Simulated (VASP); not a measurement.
# Ge (Cmcm) in VASP: single point with r2SCAN

Aim: the single point of Ge with r2SCAN.

Program: VASP 6.6.1. These are calculated values, not measurements. Logs are shortened: lines on timing, memory, paths and dates and some standing lists are left out, and cuts for length are marked.

## Step 1: The cell of the first run

Symmetry: Cmcm, No. 63, orthorhombic system. Conventional cell: a = 2.946 Å, b = 5.137 Å, c = 4.728 Å, α = 90.00°, β = 90.00°, γ = 90.00°. Ge (site symmetry m2m) has 12 Ge at 2.91 to 2.96 Å within 3.8 Å.

This isn't the form of Ge at room conditions, which is diamond.

## Step 2: Single point, r2SCAN (strain -0.0100 x Voigt [1, 1, 0, 0, 0, 0])

POSCAR

```
Ge
1.0
    1.4731723958     -2.5687427139      0.0000000000
    1.4731723958      2.5687427139      0.0000000000
    0.0000000000      0.0000000000      4.7275957900
Ge
2
Direct
    0.6665533700      0.3334466300      0.2500000000
    0.3334466300      0.6665533700      0.7500000000
```

INCAR.step1

```
SYSTEM = Ge
PREC = Accurate
ENCUT = 520
ISMEAR = 0
SIGMA = 0.15
LREAL = .FALSE.
LASPH = .TRUE.
NELM = 80
NBANDS = 21
GGA = PE
ALGO = Normal
EDIFF = 1E-4
LWAVE = .TRUE.
LCHARG = .FALSE.
```

INCAR.step2

```
SYSTEM = Ge
PREC = Accurate
ENCUT = 520
EDIFF = 1E-7
ISMEAR = 0
SIGMA = 0.15
LREAL = .FALSE.
LASPH = .TRUE.
NELM = 80
ALGO = Normal
ISIF = 2
LWAVE = .FALSE.
LCHARG = .TRUE.
METAGGA = R2SCAN
LMIXTAU = .TRUE.
LELF = .TRUE.
LVHAR = .TRUE.
NBANDS = 21
ISTART = 1
```

KPOINTS

```
regular mesh
0
G
  18 18 10
  0 0 0
```

Potentials or basis: VASP PAW PBE potentials, release 64 (Ge_d).

On the command line:

```console
$ cat potpaw_PBE.64/Ge_d/POTCAR > POTCAR
$ cp INCAR.step1 INCAR
$ mpirun -np 1 vasp_std > vasp.out
$ cp INCAR.step2 INCAR
$ mpirun -np 1 vasp_std > vasp.out
```

OUTCAR:

```text
SYSTEM = Ge
   PREC = Accurate
   ENCUT = 520
   EDIFF = 1E-7
   ISMEAR = 0
   LREAL = .FALSE.
   LASPH = .TRUE.
   NELM = 80
   ISIF = 2
   METAGGA = R2SCAN
   ISTART = 1

 ion  position               nearest neighbor table
   1  0.667  0.333  0.250-   2 2.91   2 2.91   2 2.91   2 2.91   2 2.92   2 2.92
   2  0.333  0.667  0.750-   1 2.91   1 2.91   1 2.91   1 2.91   1 2.92   1 2.92

  LATTYP: Found a base centered orthorhombic cell.
 ALAT       =     2.9463447916
 B/A-ratio  =     1.7436809984
 C/A-ratio  =     1.6045629838

  Lattice vectors:

 A1 = (   1.4731723958,  -2.5687427139,   0.0000000000)
 A2 = (   1.4731723958,   2.5687427139,   0.0000000000)
 A3 = (   0.0000000000,   0.0000000000,   4.7275957900)

Analysis of symmetry for initial positions (statically):
=====================================================================
 Subroutine PRICEL returns:
 Original cell was already a primitive cell.

 Routine SETGRP: Setting up the symmetry group for a
 base centered orthorhombic supercell.

 Subroutine GETGRP returns: Found  8 space group operations
 (whereof  4 operations were pure point group operations)
 out of a pool of  8 trial point group operations.

The static configuration has the point symmetry C_2h.
 The point group associated with its full space group is D_2h.

Analysis of symmetry for dynamics (positions and initial velocities):
=====================================================================
 Subroutine PRICEL returns:
 Original cell was already a primitive cell.

 Routine SETGRP: Setting up the symmetry group for a
 base centered orthorhombic supercell.

 Subroutine GETGRP returns: Found  8 space group operations
 (whereof  4 operations were pure point group operations)
 out of a pool of  8 trial point group operations.

The dynamic configuration has the point symmetry C_2h.
 The point group associated with its full space group is D_2h.

 Subroutine INISYM returns: Found  8 space group operations
 (whereof  4 operations are pure point group operations),
 and found     1 'primitive' translations

----------------------------------------------------------------------------------------

                                     Primitive cell

  volume of cell :      35.7803

  direct lattice vectors                    reciprocal lattice vectors
     1.473172396 -2.568742714  0.000000000     0.339403590 -0.194647754  0.000000000
     1.473172396  2.568742714  0.000000000     0.339403590  0.194647754  0.000000000
     0.000000000  0.000000000  4.727595790     0.000000000  0.000000000  0.211524006

  length of vectors
     2.961195035  2.961195035  4.727595790     0.391257645  0.391257645  0.211524006

  position of ions in fractional coordinates (direct lattice)
     0.666553370  0.333446630  0.250000000
     0.333446630  0.666553370  0.750000000

  ion indices of the primitive-cell ions
   primitive index   ion index
                 1           1
                 2           2

----------------------------------------------------------------------------------------

 KPOINTS: regular mesh

Automatic generation of k-mesh.
 Grid dimensions read from file:
 generate k-points for:   18   18   10

 Generating k-lattice:

  Cartesian coordinates                     Fractional coordinates (reciprocal lattice)
     0.018855755 -0.010813764  0.000000000     0.055555556  0.000000000  0.000000000
     0.018855755  0.010813764  0.000000000     0.000000000  0.055555556  0.000000000
     0.000000000  0.000000000  0.021152401     0.000000000  0.000000000  0.100000000

  Length of vectors
     0.021736536  0.021736536  0.021152401

  Shift w.r.t. Gamma in fractional coordinates (k-lattice)
     0.000000000  0.000000000  0.000000000

 Subroutine IBZKPT returns following result:
 ===========================================

 Found    546 irreducible k-points:

 Following reciprocal coordinates:
            Coordinates               Weight
  0.000000  0.000000  0.000000      1.000000
  0.055556  0.000000  0.000000      4.000000
  0.111111  0.000000  0.000000      4.000000
  0.166667  0.000000  0.000000      4.000000
  0.222222  0.000000  0.000000      4.000000
  0.277778 -0.000000  0.000000      4.000000
[... 16 lines left out ...]
 -0.277778  0.055556  0.000000      4.000000
 -0.222222  0.055556  0.000000      4.000000
 [... further k-points ...]
   k-points           NKPTS =    546   k-points in BZ     NKDIM =    546   number of bands    NBANDS=     21
   number of dos      NEDOS =    301   number of ions     NIONS =      2
   total plane-waves  NPLWV =  20736
   dimension x,y,z NGX =    24 NGY =   24 NGZ =   36
   dimension x,y,z NGXF=    48 NGYF=   48 NGZF=   72
   ions per type =               2
   NGX,Y,Z   is equivalent  to a cutoff of  13.47, 13.47, 12.66 a.u.
   NGXF,Y,Z  is equivalent  to a cutoff of  26.95, 26.95, 25.32 a.u.
 SYSTEM =  Ge
   PREC   = accura    normal or accurate (medium, high low for compatibility)
   ISTART =      1    job   : 0-new  1-cont  2-samecut
   ICHARG =      0    charge: 1-file 2-atom 10-const
   ISPIN  =      1    spin polarized calculation?
   LNONCOLLINEAR =      F non collinear calculations
   LSORBIT =      F    spin-orbit coupling
   LASPH  =      T    aspherical Exc in radial PAW
   ENCUT  =  520.0 eV  38.22 Ry    6.18 a.u.   5.51  5.51  8.79*2*pi/ulx,y,z
   NELM   =     80;   NELMIN=  2; NELMDL=  0     # of ELM steps
   EDIFF  = 0.1E-06   stopping-criterion for ELM
   LREAL  =      F    real-space projection
   EDIFFG = 0.1E-05   stopping-criterion for IOM
   NSW    =      0    number of steps for IOM
   IBRION =     -1    ionic relax: 0-MD 1-quasi-New 2-CG
   NFREE  =      0    steps in history (QN), initial steepest desc. (CG)
   ISIF   =      2    stress and relaxation
   ISYM   =      2    0-nonsym 1-usesym 2-fastsym
   POTIM  = 0.5000    time-step for ionic-motion
   TEBEG  =    0.0;   TEEND  =   0.0 temperature during run
   PSTRESS=    0.0 pullay stress
   NELECT =      28.0000    total number of electrons
   NUPDOWN=      -1.0000    fix difference up-down
   EMIN   =  10.00;   EMAX   =-10.00  energy-range for DOS
   EFERMI =   0.00;   METHOD = LEGACY
   ISMEAR =     0;   SIGMA  =   0.15  broadening in eV -4-tet -1-fermi 0-gaus
   EFERMI_NEDOS =   21; number of points for ismear=-14 and -15
   IALGO  =     38    algorithm
   IMIX   =      4    mixing-type and parameters
     AMIX     =   0.40;   BMIX     =  1.00
     AMIX_MAG =   1.60;   BMIX_MAG =  1.00
  volume/ion in A,a.u.               =      17.89       120.73
  Fermi-wavevector in a.u.,A,eV,Ry     =   1.508618  2.850875 30.965891  2.275929
  Thomas-Fermi vector in A             =   2.619049
   LORBIT       =      0    0 simple, 1 ext, 2 COOP (PROOUT), +10 PAW based schemes
   METAGGA = R2SCAN    functional components
   LHFCALC =     F    Hartree Fock is set to
   AEXX    =    0.0000 exact exchange contribution
   IVDW    =     0    specifies the selected vdW correction
   LEPSILON=     F    determine dielectric tensor
   LRPA    =     F    only Hartree local field effects (RPA)
 non-spin polarized calculation
 Gauss-broadening in eV      SIGMA  =   0.15
  energy-cutoff  :      520.00
  volume of cell :       35.78
 maximum number of plane-waves:       992
 NGX is ok and might be reduce to    24
   NGX = 11   NGY = 11   NGZ = 17

 number of electron      28.0000001 magnetization

 Free energy of the ion-electron system (eV)
  ---------------------------------------------------
  ext. energy  EPLUGINS =         0.00000000
  ---------------------------------------------------
  free energy    TOTEN  =       -26.57924292 eV

  energy without entropy =      -26.56841738  energy(sigma->0) =      -26.57383015

 E-fermi :   7.3184     XC(G=0): -12.7884

 val. band max:        7.3180248157   @ k =   0.3889   0.3333   0.0000
 cond. band min:       7.3195763908   @ k =   0.5000   0.2222   0.2000
 fundamental gap:      0.0015515751
 Fermi energy:         7.3184037539

 k-point     1 :       0.0000    0.0000    0.0000
  band No.  band energies     occupation
      1     -18.2557      2.00000
      2     -18.2420      2.00000
      3     -18.2415      2.00000
      4     -18.2376      2.00000
      5     -18.2316      2.00000
      6     -18.2278      2.00000
[... 13 lines left out ...]
     20      21.0577      0.00000
     21      22.3366      0.00000

 k-point     2 :       0.0556    0.0000    0.0000
  band No.  band energies     occupation
      1     -18.2553      2.00000
      2     -18.2459      2.00000
      3     -18.2379      2.00000
      4     -18.2329      2.00000
      5     -18.2292      2.00000
      6     -18.2261      2.00000
[... 13 lines left out ...]
     20      20.8452      0.00000
     21      22.2959      0.00000

 k-point     3 :       0.1111    0.0000    0.0000
  band No.  band energies     occupation
      1     -18.2588      2.00000
      2     -18.2460      2.00000
      3     -18.2291      2.00000
      4     -18.2273      2.00000
      5     -18.2219      2.00000
      6     -18.2183      2.00000
[... 13 lines left out ...]
     20      21.5956      0.00000
     21      22.5179      0.00000

 k-point     4 :       0.1667    0.0000    0.0000
  band No.  band energies     occupation
      1     -18.2679      2.00000
      2     -18.2414      2.00000
      3     -18.2252      2.00000
      4     -18.2247      2.00000
      5     -18.2228      2.00000
      6     -18.2146      2.00000
[... 13 lines left out ...]
     20      21.4791      0.00000
     21      22.3877      0.00000

 k-point     5 :       0.2222    0.0000    0.0000
  band No.  band energies     occupation
      1     -18.2787      2.00000
      2     -18.2390      2.00000
      3     -18.2338      2.00000
      4     -18.2290      2.00000
      5     -18.2194      2.00000
      6     -18.1975      2.00000
[... 13 lines left out ...]
     20      20.7841      0.00000
     21      22.1408      0.00000

 k-point     6 :       0.2778   -0.0000    0.0000
  band No.  band energies     occupation
      1     -18.2895      2.00000
      2     -18.2443      2.00000
      3     -18.2401      2.00000
      4     -18.2353      2.00000
      5     -18.2101      2.00000
      6     -18.1794      2.00000
[... 13 lines left out ...]
     20      20.3087      0.00000
     21      21.7151      0.00000

 k-point     7 :       0.3333    0.0000    0.0000
  band No.  band energies     occupation
      1     -18.2993      2.00000
      2     -18.2547      2.00000
      3     -18.2427      2.00000
      4     -18.2410      2.00000
      5     -18.2005      2.00000
      6     -18.1770      2.00000
[... 13 lines left out ...]
     20      19.9384      0.00000
     21      21.3488      0.00000
[... 291 lines left out ...]
      1     -18.3064      2.00000
      2     -18.2690      2.00000
      3     -18.2451      2.00000
      4     -18.2440      2.00000
      5     -18.1899      2.00000
      6     -18.1862      2.00000
[... 13 lines left out ...]
     20      18.3795      0.00000
     21      21.6397      0.00000

 k-point    21 :      -0.3889    0.0556    0.0000
  band No.  band energies     occupation
      1     -18.3000      2.00000
      2     -18.2612      2.00000
      3     -18.2422      2.00000
      4     -18.2419      2.00000
      5     -18.1974      2.00000
      6     -18.1809      2.00000
[... 13 lines left out ...]
     20      18.6647      0.00000
     21      21.8422      0.00000

 k-point    22 :      -0.3333    0.0556    0.0000
  band No.  band energies     occupation
      1     -18.2913      2.00000
      2     -18.2511      2.00000
      3     -18.2406      2.00000
      4     -18.2374      2.00000
      5     -18.2069      2.00000
      6     -18.1738      2.00000
[... 13 lines left out ...]
     20      19.1091      0.00000
     21      22.1021      0.00000

 k-point    23 :      -0.2778    0.0556    0.0000
  band No.  band energies     occupation
      1     -18.2811      2.00000
      2     -18.2408      2.00000
      3     -18.2401      2.00000
      4     -18.2321      2.00000
      5     -18.2160      2.00000
      6     -18.1902      2.00000
[... 13 lines left out ...]
     20      19.7389      0.00000
     21      22.2649      0.00000

 k-point    24 :      -0.2222    0.0556    0.0000
  band No.  band energies     occupation
      1     -18.2703      2.00000
      2     -18.2447      2.00000
      3     -18.2298      2.00000
      4     -18.2265      2.00000
      5     -18.2216      2.00000
      6     -18.2064      2.00000
[... 13 lines left out ...]
     20      20.6196      0.00000
     21      21.7758      0.00000

 [... further k-points ...]
[... 5 lines left out ...]
  --------------------------------------------------------------------------------------
  -------------------------------------------------------------------------------------
  Total        0.6850215      0.6993209      0.7942067      0.0000000      0.0000000      0.0000000
  in kB       30.6739915     31.3142913     35.5631006      0.0000000      0.0000000      0.0000000
  external PRESSURE =      32.5171278 kB  Pullay stress =       0.0000000 kB

 VOLUME and BASIS-vectors are now :
 -----------------------------------------------------------------------------
  energy-cutoff  :      520.00
  volume of cell :       35.78
      direct lattice vectors                 reciprocal lattice vectors
     1.473172396 -2.568742714  0.000000000     0.339403590 -0.194647754  0.000000000
     1.473172396  2.568742714  0.000000000     0.339403590  0.194647754  0.000000000
     0.000000000  0.000000000  4.727595790     0.000000000  0.000000000  0.211524006

 POSITION                                       TOTAL-FORCE (eV/Angst)
 -----------------------------------------------------------------------------------
      1.47317     -0.85567      1.18190         0.000000      0.003038     -0.000000
      1.47317      0.85567      3.54570         0.000000     -0.003038      0.000000
 -----------------------------------------------------------------------------------
    total drift:                                0.000000     -0.000000      0.000000

  FREE ENERGIE OF THE ION-ELECTRON SYSTEM (eV)
  ---------------------------------------------------
  free  energy   TOTEN  =       -26.5792429192 eV

  energy  without entropy=      -26.5684173814  energy(sigma->0) =      -26.57383015
```

Wall time 8.9 min (1 thread of Intel Xeon 6975P-C (Granite Rapids), shared host); peak memory 0.41 GiB.

Results:

* Free energy: -26.5792 eV
* Pressure: 3.3 GPa
* Largest force: 0.003 eV/Å
* Band gap on the k mesh: zero (bands 14 and 15 overlap by 10.68 eV)

Forces on the atoms (eV/Å):
```
Ge   0.000  0.003  0.000
Ge   0.000 -0.003  0.000
```

Stress tensor (GPa, compression positive):
```
3.07 0.00 0.00
0.00 3.13 0.00
0.00 0.00 3.56
```

Caveat: the cell differs from its parent crystal (strain -0.0100 x Voigt [1, 1, 0, 0, 0, 0]); the cell stands under pressure; the PAW data sets were made with another functional, which shifts forces and pressure a little.
